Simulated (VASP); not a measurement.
Wanted: the native input for a VASP 6.6.1 run.

* Task: single point
* Functional: PBE
* Potentials or basis: VASP PAW PBE potentials, release 64 (Li_sv, O)
* Cutoff: 520 eV
* k mesh: 30 × 30 × 30
* Occupations: fermi-dirac, width 0.0612256 eV
* Spin: no spin polarisation
* Dipole correction: no
* Further INCAR settings: ALGO = Normal; EDIFF = 1e-06; NBANDS = 18

The structure of LiO3 (ReO3 type) lies in POSCAR:

```
LiO3
1.0
    3.5115794026      0.0000000000      0.0000000000
    0.0000000000      3.5115794026      0.0000000000
    0.0000000000      0.0000000000      3.5115794026
Li O
1 3
Direct
    0.0000000000      0.0000000000      0.0000000000
    0.5000000000      0.0000000000      0.0000000000
    0.0000000000      0.5000000000      0.0000000000
    0.0000000000      0.0000000000      0.5000000000
```

These files were run (other wordings do the same):

INCAR

```
SYSTEM = LiO3
ALGO = Normal
EDIFF = 1E-6
ENCUT = 520
GGA = PE
ISIF = 2
ISMEAR = -1
LASPH = .True.
LCHARG = .True.
LELF = .True.
LREAL = .False.
LVHAR = .True.
LWAVE = .False.
NBANDS = 18
NELM = 60
PREC = Accurate
SIGMA = 0.06122561905347299
```

KPOINTS

```
k-points
0
Gamma
  30 30 30
  0 0 0
```

Potentials or basis: VASP PAW PBE potentials, release 64 (Li_sv, O).

The run is started by

```bash
$ cat potpaw_PBE.64/Li_sv/POTCAR potpaw_PBE.64/O/POTCAR > POTCAR
$ mpirun -np 1 vasp_std > vasp.out
```

Results of the run:

| Item | Value |
| --- | --- |
| Band gap on the k mesh | zero (an odd number of electrons rules out a gap without spin polarisation) |

Caveat: an odd number of electrons without spin polarisation forces a metal; a magnetic or distorted state may lie lower.

Wall time 9.4 min on 1 thread of Intel Xeon 8259CL, with other jobs on the host, peak memory 0.55 GiB.
